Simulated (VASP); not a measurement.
# Ta2AlF3 (P4/mmm) in VASP: relaxation of cell and atoms with PBE

Aim: the relaxation of cell and atoms of Ta2AlF3 with PBE.

All numbers are computed with VASP 6.6.1; they aren't measurements. Logs are shortened: lines on timing, memory, paths and dates and some standing lists are left out, and cuts for length are marked.

**1. The cell of the first run**

The structure is tetragonal, space group P4/mmm (No. 123). The conventional cell has a = 3.545 Å, b = 3.545 Å, c = 12.277 Å, α = 90.00°, β = 90.00°, γ = 90.00°. Within 3.3 Å of Ta (site symmetry 4/mmm) lie 4 Al at 2.51 Å. Ta (site symmetry 4/mmm) has 6 F at 1.87 to 2.51 Å within 2.6 Å. Within 3.3 Å of Al (site symmetry 4/mmm) lie 4 Ta at 2.51 Å. Within 2.5 Å of F (site symmetry 4mm) lie 1 Ta at 1.87 Å. Within 3.3 Å of F (site symmetry 4/mmm) lie 4 Ta at 2.51 Å and 8 F at 3.13 Å.

The cell was generated, and may not be a known phase.

**2. Relaxation of cell and atoms, PBE**

File INCAR:

```
SYSTEM = Ta2AlF3
ALGO = Normal
EDIFF = 1E-7
EDIFFG = -0.01
ENCUT = 600
GGA = PE
IBRION = 2
ISIF = 3
ISMEAR = 0
LASPH = .TRUE.
LCHARG = .FALSE.
LREAL = .FALSE.
LWAVE = .FALSE.
NELM = 80
NSW = 100
PREC = Accurate
SIGMA = 0.1
```

File KPOINTS:

```
k-points
0
G
  10 10 4
  0 0 0
```

File POSCAR:

```
Ta2AlF3
1.0
    3.5445969440      0.0000000000      0.0000000000
    0.0000000000      3.5445969440      0.0000000000
    0.0000000000      0.0000000000     12.2770787158
Ta Al F
2 1 3
Direct
    0.5000000000      0.5000000000      0.0000000000
    0.0000000000      0.0000000000      0.5000000000
    0.0000000000      0.0000000000      0.0000000000
    0.0000000000      0.0000000000      0.6521494176
    0.0000000000      0.0000000000      0.3478505824
    0.5000000000      0.5000000000      0.5000000000
```

Potentials or basis: VASP PAW PBE potentials, release 64 (Ta_pv, Al, F).

On the command line:

```bash
$ cat potpaw_PBE.64/Ta_pv/POTCAR potpaw_PBE.64/Al/POTCAR potpaw_PBE.64/F/POTCAR > POTCAR
$ mpirun -np 1 vasp_std > vasp.out
```

OUTCAR:

```text
SYSTEM = Ta2AlF3
   EDIFF = 1E-7
   EDIFFG = -0.01
   ENCUT = 600
   GGA = PE
   IBRION = 2
   ISIF = 3
   ISMEAR = 0
   LASPH = .TRUE.
   LREAL = .FALSE.
   NELM = 80
   NSW = 100
   PREC = Accurate

 ion  position               nearest neighbor table
   1  0.500  0.500  0.000-   3 2.51   3 2.51   3 2.51   3 2.51
   2  0.000  0.000  0.500-   4 1.87   5 1.87   6 2.51   6 2.51   6 2.51   6 2.51
   3  0.000  0.000  0.000-   1 2.51   1 2.51   1 2.51   1 2.51
   4  0.000  0.000  0.652-   2 1.87
   5  0.000  0.000  0.348-   2 1.87
   6  0.500  0.500  0.500-   2 2.51   2 2.51   2 2.51   2 2.51

  LATTYP: Found a simple tetragonal cell.
 ALAT       =     3.5445969440
 C/A-ratio  =     3.4636035944

  Lattice vectors:

 A1 = (   3.5445969440,   0.0000000000,   0.0000000000)
 A2 = (   0.0000000000,   3.5445969440,   0.0000000000)
 A3 = (   0.0000000000,   0.0000000000,  12.2770787158)

Analysis of symmetry for initial positions (statically):
=====================================================================
 Subroutine PRICEL returns:
 Original cell was already a primitive cell.

 Routine SETGRP: Setting up the symmetry group for a
 simple tetragonal supercell.

 Subroutine GETGRP returns: Found 16 space group operations
 (whereof 16 operations were pure point group operations)
 out of a pool of 16 trial point group operations.

The static configuration has the point symmetry D_4h.

Analysis of symmetry for dynamics (positions and initial velocities):
=====================================================================
 Subroutine PRICEL returns:
 Original cell was already a primitive cell.

 Routine SETGRP: Setting up the symmetry group for a
 simple tetragonal supercell.

 Subroutine GETGRP returns: Found 16 space group operations
 (whereof 16 operations were pure point group operations)
 out of a pool of 16 trial point group operations.

The dynamic configuration has the point symmetry D_4h.

 Subroutine INISYM returns: Found 16 space group operations
 (whereof 16 operations are pure point group operations),
 and found     1 'primitive' translations

----------------------------------------------------------------------------------------

                                     Primitive cell

  volume of cell :     154.2513

  direct lattice vectors                    reciprocal lattice vectors
[... 109 lines left out ...]
   EFERMI =   0.00;   METHOD = LEGACY
   ISMEAR =     0;   SIGMA  =   0.10  broadening in eV -4-tet -1-fermi 0-gaus
   EFERMI_NEDOS =   21; number of points for ismear=-14 and -15
   IALGO  =     38    algorithm
   IMIX   =      4    mixing-type and parameters
     AMIX     =   0.40;   BMIX     =  1.00
     AMIX_MAG =   1.60;   BMIX_MAG =  1.00
  volume/ion in A,a.u.               =      25.71       173.49
  Fermi-wavevector in a.u.,A,eV,Ry     =   1.093749  2.066887 16.276485  1.196288
  Thomas-Fermi vector in A             =   2.230041
   LORBIT       =      0    0 simple, 1 ext, 2 COOP (PROOUT), +10 PAW based schemes
   GGA     = PE    functional components
   LHFCALC =     F    Hartree Fock is set to
   AEXX    =    0.0000 exact exchange contribution
   IVDW    =     0    specifies the selected vdW correction
   LEPSILON=     F    determine dielectric tensor
   LRPA    =     F    only Hartree local field effects (RPA)
 conjugate gradient relaxation of ions
 non-spin polarized calculation
 Gauss-broadening in eV      SIGMA  =   0.10
  energy-cutoff  :      600.00
  volume of cell :      154.25
 maximum number of plane-waves:      5172
   NGX = 15   NGY = 15   NGZ = 49

--------------------------------------- Ionic step        1  -------------------------------------------

 number of electron      46.0000031 magnetization

 Free energy of the ion-electron system (eV)
  ---------------------------------------------------
  ext. energy  EPLUGINS =         0.00000000
  ---------------------------------------------------
  free energy    TOTEN  =       -37.16321841 eV

  energy without entropy =      -37.13684546  energy(sigma->0) =      -37.15003193

------------------------ aborting loop because EDIFF is reached ----------------------------------------

  FORCE on cell =-STRESS in cart. coord.  units (eV):
  Direction    XX          YY          ZZ          XY          YZ          ZX
  --------------------------------------------------------------------------------------
  -------------------------------------------------------------------------------------
  Total       -0.1511205     -0.1511205      0.6294552      0.0000000      0.0000000      0.0000000
  in kB       -1.5696587     -1.5696587      6.5380264      0.0000000      0.0000000      0.0000000
  external PRESSURE =       1.1329030 kB  Pullay stress =       0.0000000 kB
[... 101 lines left out ...]
  FREE ENERGIE OF THE ION-ELECTRON SYSTEM (eV)
  ---------------------------------------------------
  free  energy   TOTEN  =       -37.1643646215 eV

  energy  without entropy=      -37.1380166555  energy(sigma->0) =      -37.15119064

[... ionic steps 4 to 19 ...]

--------------------------------------- Ionic step       20  -------------------------------------------

 number of electron      46.0000026 magnetization

------------------------ aborting loop because EDIFF is reached ----------------------------------------
[... 75 lines left out ...]
--------------------------------------- Ionic step       22  -------------------------------------------

 number of electron      46.0000026 magnetization

 Free energy of the ion-electron system (eV)
  ---------------------------------------------------
  ext. energy  EPLUGINS =         0.00000000
  ---------------------------------------------------
  free energy    TOTEN  =       -37.16825097 eV

  energy without entropy =      -37.14158079  energy(sigma->0) =      -37.15491588

 E-fermi :   0.9672     XC(G=0):  -7.8429

 val. band max:        0.9553078335   @ k =   0.3000   0.2000   0.5000
 cond. band min:       0.9733046018   @ k =   0.5000   0.5000   0.0000
 fundamental gap:      0.0179967682
 Fermi energy:         0.9672026094

 k-point     1 :       0.0000    0.0000    0.0000
  band No.  band energies     occupation
      1     -36.6390      2.00000
      2     -35.7753      2.00000
      3     -35.7753      2.00000
      4     -34.1253      2.00000
      5     -33.2522      2.00000
      6     -33.2522      2.00000
[... 709 lines left out ...]
     26       1.9994      0.00000
     27       2.1735      0.00000

 [... further k-points ...]
[... 5 lines left out ...]
  --------------------------------------------------------------------------------------
  -------------------------------------------------------------------------------------
  Total       -0.0352137     -0.0352137     -0.0357900      0.0000000      0.0000000      0.0000000
  in kB       -0.3830547     -0.3830547     -0.3893234      0.0000000      0.0000000      0.0000000
  external PRESSURE =      -0.3851443 kB  Pullay stress =       0.0000000 kB
[... 21 lines left out ...]
  FREE ENERGIE OF THE ION-ELECTRON SYSTEM (eV)
  ---------------------------------------------------
  free  energy   TOTEN  =       -37.1682509732 eV

  energy  without entropy=      -37.1415807853  energy(sigma->0) =      -37.15491588

 reached required accuracy - stopping structural energy minimisation
```

OSZICAR:

```text
N       E                     dE             d eps       ncg     rms          rms(c)
DAV:   1     0.416658324571E+03    0.41666E+03   -0.25910E+04  3594   0.169E+03
DAV:   2    -0.135754765810E+02   -0.43023E+03   -0.42230E+03  4160   0.408E+02
DAV:   3    -0.443596358519E+02   -0.30784E+02   -0.30278E+02  3840   0.108E+02
[... 248 lines left out ...]
DAV:   5    -0.371682600487E+02    0.43197E-04   -0.10142E-04  4062   0.679E-02    0.388E-02
DAV:   6    -0.371682506371E+02    0.94116E-05   -0.31081E-05  3751   0.378E-02    0.113E-02
DAV:   7    -0.371682504505E+02    0.18656E-06   -0.40858E-06  4537   0.134E-02    0.716E-03
DAV:   8    -0.371682509397E+02   -0.48911E-06   -0.80247E-07  3474   0.551E-03    0.220E-03
DAV:   9    -0.371682509732E+02   -0.33558E-07   -0.23412E-07  3298   0.272E-03
  22 F= -.37168251E+02 E0= -.37154916E+02  d E =-.278062E-03
```

Wall time 1.7 h (1 thread of Intel Xeon 8259CL, shared host); peak memory 0.5 GiB.

Results:

```
Free energy                           : -37.1683 eV
Relaxed volume                        : 24.55 Å³/atom
Relaxed cell                          : a = 3.542 Å, b = 3.542 Å, c = 11.739 Å, α = 90.00°, β = 90.00°, γ = 90.00°
Space group after relaxing (to 0.1 Å) : P4/mmm (No. 123)
Energy gained by relaxing             : 0.8 meV/atom
Ionic steps                           : 22
Pressure after relaxing               : 0.0 GPa
Largest force after relaxing          : 0.008 eV/Å
Band gap on the k mesh                : zero (bands 23 and 24 overlap by 0.81 eV)
```

Forces in eV/Å, atoms in the order of the input:
```
Ta   0.000  0.000  0.000
Ta   0.000  0.000  0.000
Al   0.000  0.000  0.000
F    0.000  0.000 -0.008
F    0.000  0.000  0.008
F    0.000  0.000  0.000
```

Step by step:
```tsv
step	energy change (eV)	largest force (eV/Å)	pressure (GPa)	volume (Å³)
1	0.0000	0.2051	0.11	154.25
2	0.0048	0.4087	-0.57	154.66
3	-0.0011	0.0117	-0.10	154.37
4	-0.0013	0.0187	-0.01	154.07
5	-0.0013	0.0202	0.01	154.01
6	-0.0014	0.0231	0.01	153.91
7	-0.0016	0.0319	0.01	153.62
8	-0.0021	0.0504	0.03	153.03
9	-0.0029	0.0924	0.06	151.87
10	-0.0034	0.1916	0.16	149.53
11	-0.0034	0.1909	0.15	149.52
12	-0.0034	0.1889	0.15	149.48
13	-0.0035	0.1849	0.15	149.41
14	-0.0036	0.1766	0.13	149.26
15	-0.0039	0.1607	0.11	148.97
16	-0.0043	0.1302	0.07	148.39
17	-0.0047	0.0737	-0.01	147.24
18	-0.0048	0.0483	-0.05	146.69
19	-0.0048	0.0398	-0.04	146.78
20	-0.0050	0.0146	-0.04	147.04
21	-0.0050	0.0338	-0.04	147.56
22	-0.0050	0.0081	-0.04	147.29
```

Final structure:
```
Ta Al F
1.0
     3.54220    0.00000    0.00000
     0.00000    3.54220    0.00000
     0.00000    0.00000   11.73857
Ta Al F
2 1 3
Direct
  0.50000 0.50000 0.00000
  0.00000 0.00000 0.50000
  0.00000 0.00000 0.00000
  0.00000 0.00000 0.65972
  0.00000 0.00000 0.34028
  0.50000 0.50000 0.50000
```

Levels at points of the mesh, in eV from the Fermi level:
```csv
k point,band 19,band 20,band 21,band 22,band 23,band 24,band 25,band 26,band 27
"(0.00, 0.00, 0.00)",-5.93,-2.34,-2.15,-1.51,-0.47,-0.09,0.54,1.16,1.35
"(0.50, 0.00, 0.00)",-3.85,-3.29,-1.45,-0.78,-0.36,0.54,0.92,1.50,1.69
"(0.50, 0.50, 0.00)",-4.33,-0.37,-0.37,0.01,0.19,0.19,0.63,0.63,0.93
"(0.00, 0.00, 0.50)",-5.93,-2.34,-2.15,-1.51,-0.49,-0.08,0.54,1.16,1.33
"(0.50, 0.00, 0.50)",-3.85,-3.28,-1.46,-0.78,-0.36,0.53,0.94,1.50,1.69
"(0.50, 0.50, 0.50)",-4.33,-0.37,-0.37,0.01,0.19,0.19,0.63,0.63,0.93
```

Caveat: spin-orbit coupling is left out, which moves the levels of the heavy elements.
